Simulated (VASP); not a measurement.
# CuAu (P4/mmm) in VASP: further runs, part 3 of 3

VASP 6.6.1.

## (5) Single point, PBE (14.55 Å³/atom)

This run uses another cell than the first one, of 14.55 Å³/atom.

Input file INCAR:

```
SYSTEM = CuAu
PREC = Accurate
ENCUT = 520
EDIFF = 1E-6
ISMEAR = 0
SIGMA = 0.1
LREAL = .FALSE.
LASPH = .TRUE.
NELM = 80
ALGO = Normal
ISIF = 2
LWAVE = .FALSE.
LCHARG = .FALSE.
GGA = PE
NBANDS = 18
```

Input file KPOINTS:

```
regular mesh
0
G
  14 14 12
  0 0 0
```

Input file POSCAR:

```
CuAu
1.0
    2.8628180869      0.0000000000      0.0000000000
    0.0000000000      2.8628180869      0.0000000000
    0.0000000000      0.0000000000      3.5513619940
Cu Au
1 1
Direct
    0.5000000000      0.5000000000      0.5000000000
    0.0000000000      0.0000000000      0.0000000000
```

Potentials or basis: VASP PAW PBE potentials, release 64 (Cu, Au).

Launch:

```
cat potpaw_PBE.64/Cu/POTCAR potpaw_PBE.64/Au/POTCAR > POTCAR
mpirun -np 1 vasp_std > vasp.out
```

OUTCAR:

```text
SYSTEM = CuAu
   PREC = Accurate
   ENCUT = 520
   EDIFF = 1E-6
   ISMEAR = 0
   LREAL = .FALSE.
   LASPH = .TRUE.
   NELM = 80
   ISIF = 2
   GGA = PE

 ion  position               nearest neighbor table
   1  0.500  0.500  0.500-   2 2.69   2 2.69   2 2.69   2 2.69   2 2.69   2 2.69   2 2.69   2 2.69

   2  0.000  0.000  0.000-   1 2.69   1 2.69   1 2.69   1 2.69   1 2.69   1 2.69   1 2.69   1 2.69

  LATTYP: Found a simple tetragonal cell.
 ALAT       =     2.8628180869
 C/A-ratio  =     1.2405126299

  Lattice vectors:

 A1 = (   2.8628180869,   0.0000000000,   0.0000000000)
 A2 = (   0.0000000000,   2.8628180869,   0.0000000000)
 A3 = (   0.0000000000,   0.0000000000,   3.5513619940)

Analysis of symmetry for initial positions (statically):
=====================================================================
 Subroutine PRICEL returns:
 Original cell was already a primitive cell.

 Routine SETGRP: Setting up the symmetry group for a
 simple tetragonal supercell.

 Subroutine GETGRP returns: Found 16 space group operations
 (whereof 16 operations were pure point group operations)
 out of a pool of 16 trial point group operations.

The static configuration has the point symmetry D_4h.

Analysis of symmetry for dynamics (positions and initial velocities):
=====================================================================
 Subroutine PRICEL returns:
 Original cell was already a primitive cell.

 Routine SETGRP: Setting up the symmetry group for a
 simple tetragonal supercell.

 Subroutine GETGRP returns: Found 16 space group operations
 (whereof 16 operations were pure point group operations)
 out of a pool of 16 trial point group operations.

The dynamic configuration has the point symmetry D_4h.

 Subroutine INISYM returns: Found 16 space group operations
 (whereof 16 operations are pure point group operations),
 and found     1 'primitive' translations

[... 111 lines left out ...]
   IALGO  =     38    algorithm
   IMIX   =      4    mixing-type and parameters
     AMIX     =   0.40;   BMIX     =  1.00
     AMIX_MAG =   1.60;   BMIX_MAG =  1.00
  volume/ion in A,a.u.               =      14.55        98.21
  Fermi-wavevector in a.u.,A,eV,Ry     =   1.491265  2.818083 30.257618  2.223872
  Thomas-Fermi vector in A             =   2.603942
   LORBIT       =      0    0 simple, 1 ext, 2 COOP (PROOUT), +10 PAW based schemes
   GGA     = PE    functional components
   LHFCALC =     F    Hartree Fock is set to
   AEXX    =    0.0000 exact exchange contribution
   IVDW    =     0    specifies the selected vdW correction
   LEPSILON=     F    determine dielectric tensor
   LRPA    =     F    only Hartree local field effects (RPA)
 non-spin polarized calculation
 Gauss-broadening in eV      SIGMA  =   0.10
  energy-cutoff  :      520.00
  volume of cell :       29.11
 maximum number of plane-waves:       805
 NGX is ok and might be reduce to    24
   NGX = 11   NGY = 11   NGZ = 13

 number of electron      21.9999982 magnetization

 Free energy of the ion-electron system (eV)
  ---------------------------------------------------
  ext. energy  EPLUGINS =         0.00000000
  ---------------------------------------------------
  free energy    TOTEN  =        -7.05682326 eV

  energy without entropy =       -7.05489683  energy(sigma->0) =       -7.05586005

 E-fermi :   8.7402     XC(G=0): -12.6662

 val. band max:        8.7364268419   @ k =   0.3571   0.1429   0.5000
 cond. band min:       8.7472586062   @ k =   0.2143   0.0000   0.3333
 fundamental gap:      0.0108317643
 Fermi energy:         8.7402294780

 k-point     1 :       0.0000    0.0000    0.0000
  band No.  band energies     occupation
      1      -1.0204      2.00000
      2       2.2476      2.00000
      3       2.3618      2.00000
      4       4.6122      2.00000
      5       4.6122      2.00000
      6       5.5278      2.00000
[... 481 lines left out ...]
      5       4.0915      2.00000
      6       5.0746      2.00000
[... 10 lines left out ...]
     17      23.0499      0.00000
     18      23.3701      0.00000

 [... further k-points ...]

------------------------ aborting loop because EDIFF is reached ----------------------------------------

  FORCE on cell =-STRESS in cart. coord.  units (eV):
  Direction    XX          YY          ZZ          XY          YZ          ZX
  --------------------------------------------------------------------------------------
  -------------------------------------------------------------------------------------
  Total        0.8263736      0.8263736      0.8175498      0.0000000     -0.0000000      0.0000000
  in kB       45.4888084     45.4888084     45.0030935      0.0000000     -0.0000000      0.0000000
  external PRESSURE =      45.3269034 kB  Pullay stress =       0.0000000 kB

 VOLUME and BASIS-vectors are now :
 -----------------------------------------------------------------------------
  energy-cutoff  :      520.00
  volume of cell :       29.11
      direct lattice vectors                 reciprocal lattice vectors
     2.862818087  0.000000000  0.000000000     0.349306163  0.000000000  0.000000000
     0.000000000  2.862818087  0.000000000     0.000000000  0.349306163  0.000000000
     0.000000000  0.000000000  3.551361994     0.000000000  0.000000000  0.281582109

 POSITION                                       TOTAL-FORCE (eV/Angst)
 -----------------------------------------------------------------------------------
      1.43141      1.43141      1.77568         0.000000      0.000000      0.000000
      0.00000      0.00000      0.00000         0.000000      0.000000      0.000000
 -----------------------------------------------------------------------------------
    total drift:                                0.000000      0.000000     -0.000000

  FREE ENERGIE OF THE ION-ELECTRON SYSTEM (eV)
  ---------------------------------------------------
  free  energy   TOTEN  =        -7.0568232631 eV

  energy  without entropy=       -7.0548968293  energy(sigma->0) =       -7.05586005
```

OSZICAR:

```text
N       E                     dE             d eps       ncg     rms          rms(c)
DAV:   1     0.126523615035E+03    0.12652E+03   -0.11026E+04  9856   0.172E+03
DAV:   2    -0.291690228067E+01   -0.12944E+03   -0.12128E+03  9184   0.295E+02
DAV:   3    -0.796254618266E+01   -0.50456E+01   -0.49174E+01 10636   0.679E+01
DAV:   4    -0.803434598134E+01   -0.71800E-01   -0.71740E-01 11230   0.678E+00
DAV:   5    -0.803620427741E+01   -0.18583E-02   -0.18582E-02 11440   0.112E+00    0.115E+01
DAV:   6    -0.754969799007E+01    0.48651E+00   -0.73900E+00  9758   0.744E+01    0.553E+00
DAV:   7    -0.712002609347E+01    0.42967E+00   -0.27758E+00 11100   0.788E+01    0.563E+00
DAV:   8    -0.706516316669E+01    0.54863E-01   -0.19944E-01 13046   0.106E+01    0.279E+00
DAV:   9    -0.705718846184E+01    0.79747E-02   -0.21118E-02 13796   0.356E+00    0.150E-01
DAV:  10    -0.705683466127E+01    0.35380E-03   -0.31277E-03 12462   0.683E-01    0.925E-02
DAV:  11    -0.705682974003E+01    0.49212E-05   -0.84940E-05 13424   0.168E-01    0.312E-02
DAV:  12    -0.705682374506E+01    0.59950E-05   -0.14742E-05 13850   0.102E-01    0.707E-03
DAV:  13    -0.705682326306E+01    0.48200E-06   -0.36809E-07  5186   0.132E-02
   1 F= -.70568233E+01 E0= -.70558600E+01  d E =-.192643E-02
```

stdout:

```text
POSCAR found type information on POSCAR CuAu
 POSCAR found :  2 types and       2 ions
 scaLAPACK will be used
 LDA part: xc-table for (Slater+PW92), standard interpolation
 POSCAR, INCAR and KPOINTS ok, starting setup
 FFT: planning ... GRIDC
 FFT: planning ... GRID_SOFT
 FFT: planning ... GRID
 WAVECAR not read
 entering main loop
```

Run time: 45 s. Hardware: 1 thread of Intel Xeon 6975P-C (Granite Rapids), shared host; peak memory 0.25 GiB.

What came out:

```yaml
Free_energy: -7.0568 eV
Pressure: 4.5 GPa
Band_gap_on_the_k_mesh: zero (bands 11 and 12 overlap by 7.19 eV)
```

Levels at points of the mesh, in eV from the Fermi level:
```
           k point  band 8  band 9  band 10  band 11  band 12  band 13  band 14  band 15
(0.00, 0.00, 0.00)   -2.09   -1.71    -1.50    -1.50     2.92     9.04     9.33     9.33
(0.50, 0.00, 0.00)   -2.98   -2.48    -2.26    -1.04    -0.45    10.10    10.11    11.82
(0.50, 0.50, 0.00)   -1.74   -1.35    -1.35     0.35     0.35     4.61     6.52    10.56
(0.00, 0.00, 0.50)   -2.89   -2.42    -2.42    -2.24    -2.07    13.95    14.25    14.25
(0.50, 0.00, 0.50)   -1.82   -1.56    -1.51    -1.02    -1.01     2.60     4.55    15.51
(0.50, 0.50, 0.50)   -2.14   -1.85    -1.74     5.11     5.49     5.49     5.74     6.63
```

Caveat: the cell stands under pressure; spin-orbit coupling is left out, which moves the levels of the heavy elements.

## (6) Relaxation of shape and atoms at fixed volume, PBE (13.20 Å³/atom)

This run uses another cell than the first one, of 13.20 Å³/atom.

Input file INCAR:

```
SYSTEM = CuAu
PREC = Accurate
ENCUT = 600
EDIFF = 1E-7
ISMEAR = 0
SIGMA = 0.1
LREAL = .FALSE.
LASPH = .TRUE.
NELM = 80
ALGO = Fast
ISIF = 4
LWAVE = .FALSE.
LCHARG = .FALSE.
GGA = PE
IBRION = 2
NSW = 50
EDIFFG = -0.01
```

Input file KPOINTS:

```
Automatic mesh
0
G
  14 14 12
  0 0 0
```

Input file POSCAR:

```
CuAu
1.0
    2.7924306108      0.0000000000      0.0000000000
    0.0000000000      2.7924306108      0.0000000000
    0.0000000000      0.0000000000      3.3863247514
Cu Au
1 1
Direct
    0.5000000000      0.5000000000      0.5000000000
    0.0000000000      0.0000000000      0.0000000000
```

Potentials or basis: VASP PAW PBE potentials, release 64 (Cu, Au).

Launch:

```
cat potpaw_PBE.64/Cu/POTCAR potpaw_PBE.64/Au/POTCAR > POTCAR
mpirun -np 1 vasp_std > vasp.out
```

Wall time 88 s (1 thread of Intel Xeon 6975P-C (Granite Rapids), shared host); peak memory 0.26 GiB.

It converged, with:

* Free energy: -6.8196 eV
* Energy gained by relaxing: 0.0 meV/atom
* Ionic steps: 3
* Pressure after relaxing: 25.4 GPa
* Band gap on the k mesh: zero (bands 11 and 12 overlap by 7.74 eV)

Stress tensor (GPa, compression positive):
```
25.43  0.00  0.00
 0.00 25.43  0.00
 0.00  0.00 25.35
```

Final structure:
```
Cu Au
1.0
     2.79617    0.00000    0.00000
     0.00000    2.79617    0.00000
     0.00000    0.00000    3.37727
Cu Au
1 1
Direct
  0.50000 0.50000 0.50000
  0.00000 0.00000 0.00000
```

Levels at points of the mesh, in eV from the Fermi level:
| k point | band 7 | band 8 | band 9 | band 10 | band 11 | band 12 | band 13 | band 14 | band 15 |
| --- | --- | --- | --- | --- | --- | --- | --- | --- | --- |
| (0.00, 0.00, 0.00) | -2.99 | -2.27 | -1.81 | -1.58 | -1.58 | 3.31 | 9.35 | 9.35 | 10.60 |
| (0.50, 0.00, 0.00) | -3.43 | -3.35 | -2.82 | -2.57 | -1.21 | -0.44 | 10.84 | 11.06 | 12.99 |
| (0.50, 0.50, 0.00) | -1.96 | -1.94 | -1.38 | -1.38 | -0.08 | -0.08 | 5.03 | 7.17 | 11.17 |
| (0.00, 0.00, 0.50) | -3.37 | -3.12 | -2.76 | -2.76 | -2.45 | -2.35 | 14.12 | 14.84 | 14.84 |
| (0.50, 0.00, 0.50) | -2.15 | -2.04 | -1.62 | -1.54 | -1.40 | -1.37 | 3.08 | 5.28 | 15.58 |
| (0.50, 0.50, 0.50) | -3.18 | -2.38 | -1.96 | -1.93 | 5.38 | 5.77 | 5.77 | 6.39 | 6.79 |

Caveat: spin-orbit coupling is left out, which moves the levels of the heavy elements.

## (7) The runs side by side

| task | cell | cutoff (eV) | gap on the mesh (eV) | pressure (GPa) |
| --- | --- | --- | --- | --- |
| single point | a = 2.824, b = 2.824, c = 3.424 Å, 2 atoms | 520 | none | 16.9 |
| single point | a = 2.839, b = 2.839, c = 3.500 Å, 2 atoms | 520 | none | 10.3 |
| single point | a = 2.863, b = 2.863, c = 3.551 Å, 2 atoms | 520 | none | 4.5 |
| relaxation of shape and atoms at fixed volume | relaxed from a = 2.792, b = 2.792, c = 3.386 Å, 2 atoms | 600 | none | 25.4 |

Alike in all rows: level PBE; potentials or basis VASP PAW PBE potentials, release 64 (Cu, Au); no spin polarisation; k mesh 14 × 14 × 12; smearing gaussian 0.1 eV.

Caveats: spin-orbit coupling is left out, which moves the levels of the heavy elements; the cell stands under pressure (at least some runs).

Absolute energies hang on the potentials; compare differences alone.

The gap in the log of VASP goes by the Fermi energy; the results here count the filled bands.